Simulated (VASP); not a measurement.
Set up this calculation in VASP 6.6.1, as the native input.

```yaml
Task: single point
Functional: r2SCAN
Potentials_or_basis: VASP PAW PBE potentials, release 64 (Al, N)
Cutoff: 520 eV
k_mesh: 12 × 12 × 4
Occupations: gaussian, width 0.01 eV
Spin: no spin polarisation
Dipole_correction: no
Further_INCAR_settings: ALGO = Normal; EDIFF = 1e-07; NBANDS = 16
```

AlN:

```
Al N
1.0
     3.07093    0.00000    0.00000
    -1.53546    2.65950    0.00000
     0.00000    0.00000    4.91368
Al N
2 2
Direct
  0.33333 0.66667 0.00000
  0.66667 0.33333 0.50000
  0.33333 0.66667 0.38000
  0.66667 0.33333 0.88000
```

One way to write it, as run:

POSCAR

```
AlN
1.0
    3.0709272750      0.0000000000      0.0000000000
   -1.5354636375      2.6595009524      0.0000000000
    0.0000000000      0.0000000000      4.9136809369
Al N
2 2
Direct
    0.3333333333      0.6666666667      0.0000000000
    0.6666666667      0.3333333333      0.5000000000
    0.3333333333      0.6666666667      0.3800000000
    0.6666666667      0.3333333333      0.8800000000
```

INCAR.step1

```
SYSTEM = AlN
PREC = Accurate
ENCUT = 520
ISMEAR = 0
SIGMA = 0.01
LREAL = .False.
LASPH = .True.
NELM = 80
NBANDS = 16
GGA = PE
ALGO = Normal
EDIFF = 1E-4
LWAVE = .True.
LCHARG = .False.
```

INCAR.step2

```
SYSTEM = AlN
PREC = Accurate
ENCUT = 520
EDIFF = 1E-7
ISMEAR = 0
SIGMA = 0.01
LREAL = .False.
LASPH = .True.
NELM = 80
ALGO = Normal
ISIF = 2
LWAVE = .False.
LCHARG = .False.
METAGGA = R2SCAN
LMIXTAU = .True.
NBANDS = 16
ISTART = 1
```

KPOINTS

```
regular mesh
0
Gamma
  12 12 4
  0 0 0
```

Potentials or basis: VASP PAW PBE potentials, release 64 (Al, N).

Launch:

```bash
$ cat potpaw_PBE.64/Al/POTCAR potpaw_PBE.64/N/POTCAR > POTCAR
$ cp INCAR.step1 INCAR
$ mpirun -np 1 vasp_std > vasp.out
$ cp INCAR.step2 INCAR
$ mpirun -np 1 vasp_std > vasp.out
```

Results of the run:

```yaml
Pressure: 7.9 GPa
Largest_force: 0.159 eV/Å
Band_gap_on_the_k_mesh: 5.28 eV, direct
```

Caveat: the PAW data sets were made with another functional, which shifts forces and pressure a little.

Wall time 75 s on 1 thread of Intel(R) Xeon(R) Platinum 8375C CPU @ 2.90GHz (Ice Lake) (shared host), peak memory 0.18 GiB.
